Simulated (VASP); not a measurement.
Write the native input for VASP 6.6.1 that does the following.

```yaml
Task: relaxation of cell and atoms
Functional: PBEsol
Dispersion: D4
Potentials_or_basis: VASP PAW PBE potentials, release 64 (Si, C)
Cutoff: 600 eV
k_mesh: 10 × 10 × 5
Occupations: fermi-dirac, width 0.05 eV
Spin: no spin polarisation
Dipole_correction: no
Further_INCAR_settings: ALGO = Normal; EDIFF = 1e-06; IBRION = 2; EDIFFG = -0.01; NSW = 60; ISIF = 3
```

The structure of SiC (Moissanite) lies in POSCAR:

```
SiC
1.0
    3.0760000000      0.0000000000      0.0000000000
   -1.5380000000      2.6638941420      0.0000000000
    0.0000000000      0.0000000000      5.0480000000
Si C
2 2
Direct
    0.6666666667      0.3333333333      0.5000000000
    0.3333333333      0.6666666667      0.0000000000
    0.6666666667      0.3333333333      0.8850000000
    0.3333333333      0.6666666667      0.3850000000
```

These files were run (other wordings do the same):

INCAR

```
PREC = Accurate ; ENCUT = 600
EDIFF = 1E-6 ; ISMEAR = -1
SIGMA = 0.05 ; LREAL = False
LASPH = True ; NELM = 100
ALGO = Normal ; ISIF = 3
LWAVE = False ; LCHARG = False
GGA = PS ; IVDW = 13
IBRION = 2 ; NSW = 60
EDIFFG = -0.01
```

KPOINTS

```
regular mesh
0
Gamma
  10 10 5
```

Potentials or basis: VASP PAW PBE potentials, release 64 (Si, C).

Command:

```sh
$ cat potpaw_PBE.64/Si/POTCAR potpaw_PBE.64/C/POTCAR > POTCAR
$ mpirun -np 1 vasp_std > vasp.out
```

Results of the run:

```
Relaxed volume                         : 10.24 Å³/atom
Relaxed cell                           : a = 3.066 Å, b = 3.066 Å, c = 5.031 Å, α = 90.00°, β = 90.00°, γ = 120.00°
Space group after relaxing (to 0.05 Å) : P6_3mc (No. 186)
Energy gained by relaxing              : 9.7 meV/atom
Ionic steps                            : 8
Pressure after relaxing                : 0.0 GPa
Band gap on the k mesh                 : 2.26 eV, indirect (least direct gap 3.87 eV)
Dispersion energy per atom             : -0.188 eV
```

Caveat: the PAW data sets were made with another functional, which shifts forces and pressure a little.

Run time: 100 s on 1 thread of Intel(R) Xeon(R) 6975P-C (Granite Rapids) (shared host), peak memory 0.18 GiB.
